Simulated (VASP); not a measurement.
# I in VASP: further runs

I is run at these levels: PBE; tasks: single point.

Program: VASP 6.6.1. These are calculated values, not measurements. Logs are shortened: lines on timing, memory, paths and dates and some standing lists are left out, and cuts for length are marked.

## 1. The cell of the first run

The structure is monoclinic, space group C2/m (No. 12). The conventional cell has a = 4.729 Å, b = 4.180 Å, c = 4.882 Å, α = 90.00°, β = 118.10°, γ = 90.00°. Within 4.2 Å of I (site symmetry 2/m) lie 6 I at 3.16 to 4.18 Å.

## 2. Single point, PBE (strained)

Contents of INCAR:

```
SYSTEM = I
ALGO = Normal
EDIFF = 1E-6
ENCUT = 520
GGA = PE
ISIF = 2
ISMEAR = 0
LASPH = .True.
LCHARG = .True.
LELF = .True.
LREAL = .False.
LVHAR = .True.
LWAVE = .False.
NBANDS = 10
NELM = 100
PREC = Accurate
SIGMA = 0.1
```

Contents of KPOINTS:

```
k-points
0
Gamma
  18 18 18
  0 0 0
```

Contents of POSCAR:

```
I
1.0
   -1.6952604178      1.6952604178      4.3248098640
    1.6486034183     -1.6486034183      4.2894199267
    1.5011656978      1.4545086983     -4.3071148954
I
1
Direct
    0.0000000000      0.0000000000      0.0000000000
```

Potentials or basis: VASP PAW PBE potentials, release 64 (I).

Launch:

```bash
$ cat potpaw_PBE.64/I/POTCAR > POTCAR
$ mpirun -np 1 vasp_std > vasp.out
```

OUTCAR:

```text
SYSTEM = I
   EDIFF = 1E-6
   ENCUT = 520
   GGA = PE
   ISIF = 2
   ISMEAR = 0
   LASPH = .True.
   LREAL = .False.
   NELM = 100
   PREC = Accurate

 ion  position               nearest neighbor table
   1  0.000  0.000  0.000-

  LATTYP: Found a base centered monoclinic cell.
 ALAT       =     4.7290700097
 B/A-ratio  =     0.8838851631
 C/A-ratio  =     1.0323596285
 COS(beta)  =    -0.4709677711

  Lattice vectors:

 A1 = (   3.1497691161,  -0.1940947200,  -0.0176949687)
 A2 = (   0.1940947200,  -3.1497691161,  -0.0176949686)
 A3 = (  -1.6486034183,   1.6486034183,  -4.2894199267)

Analysis of symmetry for initial positions (statically):
=====================================================================
 Subroutine PRICEL returns:
 Original cell was already a primitive cell.

 Routine SETGRP: Setting up the symmetry group for a
 base centered monoclinic supercell.

 Subroutine GETGRP returns: Found  4 space group operations
 (whereof  4 operations were pure point group operations)
 out of a pool of  4 trial point group operations.

The static configuration has the point symmetry C_2h.

Analysis of symmetry for dynamics (positions and initial velocities):
=====================================================================
 Subroutine PRICEL returns:
 Original cell was already a primitive cell.

 Routine SETGRP: Setting up the symmetry group for a
 base centered monoclinic supercell.

 Subroutine GETGRP returns: Found  4 space group operations
 (whereof  4 operations were pure point group operations)
 out of a pool of  4 trial point group operations.

The dynamic configuration has the point symmetry C_2h.

 Subroutine INISYM returns: Found  4 space group operations
 (whereof  4 operations are pure point group operations),
 and found     1 'primitive' translations

----------------------------------------------------------------------------------------

                                     Primitive cell

  volume of cell :      42.5664

  direct lattice vectors                    reciprocal lattice vectors
    -1.695260418  1.695260418  4.324809864     0.020244280  0.318087981  0.114473787
     1.648603418 -1.648603418  4.289419927     0.319316663  0.019015597  0.117713501
     1.501165698  1.454508698 -4.307114895     0.338332261  0.338332261  0.000000000

  length of vectors
     4.944875744  4.882100959  4.787518431     0.338665089  0.340853623  0.478474072

[... 83 lines left out ...]
   NFREE  =      0    steps in history (QN), initial steepest desc. (CG)
   ISIF   =      2    stress and relaxation
   ISYM   =      2    0-nonsym 1-usesym 2-fastsym
   POTIM  = 0.5000    time-step for ionic-motion
   TEBEG  =    0.0;   TEEND  =   0.0 temperature during run
   PSTRESS=    0.0 pullay stress
   NELECT =       7.0000    total number of electrons
   NUPDOWN=      -1.0000    fix difference up-down
   EMIN   =  10.00;   EMAX   =-10.00  energy-range for DOS
   EFERMI =   0.00;   METHOD = LEGACY
   ISMEAR =     0;   SIGMA  =   0.10  broadening in eV -4-tet -1-fermi 0-gaus
   EFERMI_NEDOS =   21; number of points for ismear=-14 and -15
   IALGO  =     38    algorithm
   IMIX   =      4    mixing-type and parameters
     AMIX     =   0.40;   BMIX     =  1.00
     AMIX_MAG =   1.60;   BMIX_MAG =  1.00
  volume/ion in A,a.u.               =      42.57       287.25
  Fermi-wavevector in a.u.,A,eV,Ry     =   0.896916  1.694926 10.945328  0.804459
  Thomas-Fermi vector in A             =   2.019435
   LORBIT       =      0    0 simple, 1 ext, 2 COOP (PROOUT), +10 PAW based schemes
   GGA     = PE    functional components
   LHFCALC =     F    Hartree Fock is set to
   AEXX    =    0.0000 exact exchange contribution
   IVDW    =     0    specifies the selected vdW correction
   LEPSILON=     F    determine dielectric tensor
   LRPA    =     F    only Hartree local field effects (RPA)
 non-spin polarized calculation
 Gauss-broadening in eV      SIGMA  =   0.10
  energy-cutoff  :      520.00
  volume of cell :       42.57
 maximum number of plane-waves:      1163
 NGX is ok and might be reduce to    40
   NGX = 19   NGY = 19   NGZ = 17

 number of electron       6.9999999 magnetization

 Free energy of the ion-electron system (eV)
  ---------------------------------------------------
  ext. energy  EPLUGINS =         0.00000000
  ---------------------------------------------------
  free energy    TOTEN  =        -1.39348581 eV

  energy without entropy =       -1.38972501  energy(sigma->0) =       -1.39160541

 E-fermi :   3.1518     XC(G=0):  -7.9297

 val. band max:        3.1514382606   @ k =   0.1111   0.5000   0.0556
 cond. band min:       3.1528393189   @ k =   0.3889  -0.2222   0.0556
 fundamental gap:      0.0014010583
 Fermi energy:         3.1517885800

 k-point     1 :       0.0000    0.0000    0.0000
  band No.  band energies     occupation
      1     -10.9646      2.00000
      2       0.5090      2.00000
      3       4.0325      0.00000
      4       4.5325      0.00000
      5       7.1110      0.00000
      6      10.6062      0.00000
      7      11.4246      0.00000
      8      15.9541      0.00000
      9      16.0179      0.00000
     10      16.4376      0.00000
[... 287 lines left out ...]
 k-point    24 :      -0.2778    0.0556    0.0000
  band No.  band energies     occupation
      1     -10.1559      2.00000
      2      -0.0480      2.00000
      3       1.0194      2.00000
      4       4.6160      0.00000
      5       8.4609      0.00000
      6      10.5724      0.00000
      7      11.9167      0.00000
      8      14.2155      0.00000
      9      16.6350      0.00000
     10      17.4425      0.00000

 [... further k-points ...]

------------------------ aborting loop because EDIFF is reached ----------------------------------------

  FORCE on cell =-STRESS in cart. coord.  units (eV):
  Direction    XX          YY          ZZ          XY          YZ          ZX
  --------------------------------------------------------------------------------------
  -------------------------------------------------------------------------------------
  Total        0.7830583      0.7830583      0.0407700      0.0069475      0.0017922     -0.0017922
  in kB       29.4739241     29.4739241      1.5345633      0.2615002      0.0674576     -0.0674566
  external PRESSURE =      20.1608038 kB  Pullay stress =       0.0000000 kB

 VOLUME and BASIS-vectors are now :
 -----------------------------------------------------------------------------
  energy-cutoff  :      520.00
  volume of cell :       42.57
      direct lattice vectors                 reciprocal lattice vectors
    -1.695260418  1.695260418  4.324809864     0.020244280  0.318087981  0.114473787
     1.648603418 -1.648603418  4.289419927     0.319316663  0.019015597  0.117713501
     1.501165698  1.454508698 -4.307114895     0.338332261  0.338332261  0.000000000

 POSITION                                       TOTAL-FORCE (eV/Angst)
 -----------------------------------------------------------------------------------
      0.00000      0.00000      0.00000         0.000000      0.000000      0.000000
 -----------------------------------------------------------------------------------
    total drift:                                0.000000      0.000000     -0.000000

  FREE ENERGIE OF THE ION-ELECTRON SYSTEM (eV)
  ---------------------------------------------------
  free  energy   TOTEN  =        -1.3934858057 eV

  energy  without entropy=       -1.3897250114  energy(sigma->0) =       -1.39160541
```

stdout:

```text
POSCAR found type information on POSCAR I
 POSCAR found :  1 types and       1 ions
 scaLAPACK will be used
 LDA part: xc-table for (Slater+PW92), standard interpolation
 POSCAR, INCAR and KPOINTS ok, starting setup
 FFT: planning ... GRIDC
 FFT: planning ... GRID_SOFT
 FFT: planning ... GRID
 WAVECAR not read
 entering main loop
```

Run time: 19 min. Hardware: 1 thread of AMD EPYC 7R13, shared host; peak memory 0.69 GiB.

Results:

```
Free energy : -1.3935 eV
Pressure    : 2.0 GPa
```

Stress tensor (GPa, compression positive):
```
 2.95  0.03 -0.01
 0.03  2.95  0.01
-0.01  0.01  0.15
```

Levels at points of the mesh, in eV from the Fermi level:
| k point | band 2 | band 3 | band 4 | band 5 | band 6 | band 7 |
| --- | --- | --- | --- | --- | --- | --- |
| (0.00, 0.00, 0.00) | -2.64 | 0.88 | 1.38 | 3.96 | 7.45 | 8.27 |
| (0.50, 0.00, 0.00) | -5.55 | -1.81 | 1.97 | 4.75 | 9.01 | 9.73 |
| (0.00, 0.50, 0.00) | -5.54 | -1.85 | 1.96 | 4.67 | 8.98 | 9.87 |
| (0.50, 0.50, 0.00) | -4.75 | -3.53 | -0.42 | 3.87 | 7.30 | 8.38 |
| (0.00, 0.00, 0.50) | -4.61 | -3.65 | -0.70 | 3.82 | 5.82 | 9.73 |
| (0.50, 0.50, 0.50) | -3.99 | 0.78 | 1.29 | 7.20 | 7.81 | 9.13 |

Caveat: the cell differs from its parent crystal (strained); spin-orbit coupling is left out, which moves the levels of the heavy elements; an odd number of electrons without spin polarisation forces a metal; a magnetic or distorted state may lie lower.

(Part 1 of 2 ends here.)
